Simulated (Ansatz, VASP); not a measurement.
Two plane-wave programs on P

INCAR

```
ALGO = Normal ; EDIFF = 1E-7
ENCUT = 520 ; GGA = PE
ISIF = 2 ; ISMEAR = 0
LASPH = T ; LCHARG = T
LELF = T ; LREAL = F
LVHAR = T ; LWAVE = F
NBANDS = 8 ; NELM = 100
PREC = Accurate ; SIGMA = 0.1
```

The input KPOINTS:

```
k-points
0
Gamma
  6 6 8
```

Contents of POSCAR:

```
P
1.0
    3.3623545600      0.0000000000      0.0000000000
    0.0000000000      3.3623545600      0.0000000000
    0.0000000000      0.0000000000      1.8777433300
P
1
Direct
    0.5000000000      0.5000000000      0.5000000000
```

Input for Ansatz:

```yaml
crystal:
  lattice:
    - [3.36235456, 0.0, 0.0]
    - [0.0, 3.36235456, 0.0]
    - [0.0, 0.0, 1.87774333]
  atoms:
    - { symbol: P, position: [0.5, 0.5, 0.5] }
basis:
  ecutwfc: 420
kpoints:
  mp_grid: { grid: [6, 6, 8] }
hamiltonian:
  xc: pbe
scf:
  occupations: { method: gaussian, width: 0.1 }
  lower_state_search: "off"
output:
  forces: true
  stress: true
  eigenvalues: true
```

Alike in both runs: task single point; functional PBE; k mesh 6 × 6 × 8; occupations gaussian, width 0.1 eV; no spin polarisation.

```csv
,VASP,Ansatz
version,VASP 6.6.1,Ansatz 0.2.0
potentials or method,"VASP PAW PBE potentials, release 64 (P), cutoff 520 eV","scalar-relativistic, plane waves, PAW"
valence electrons in the cell,5,5
```

|  | VASP | Ansatz | Ansatz less VASP |
| --- | --- | --- | --- |
| gap on the k mesh at the Fermi level (eV) | none | none | - |
| pressure (GPa) | 24.7 | 25.4 | +0.70 |
| traceless stress, the component that is largest in VASP (GPa) | 56.07 | 57.31 | +1.241 |

A gap of «none» marks a metal or a gap that the smearing closes.

The k mesh is coarse, so the values compare programs but aren't converged.
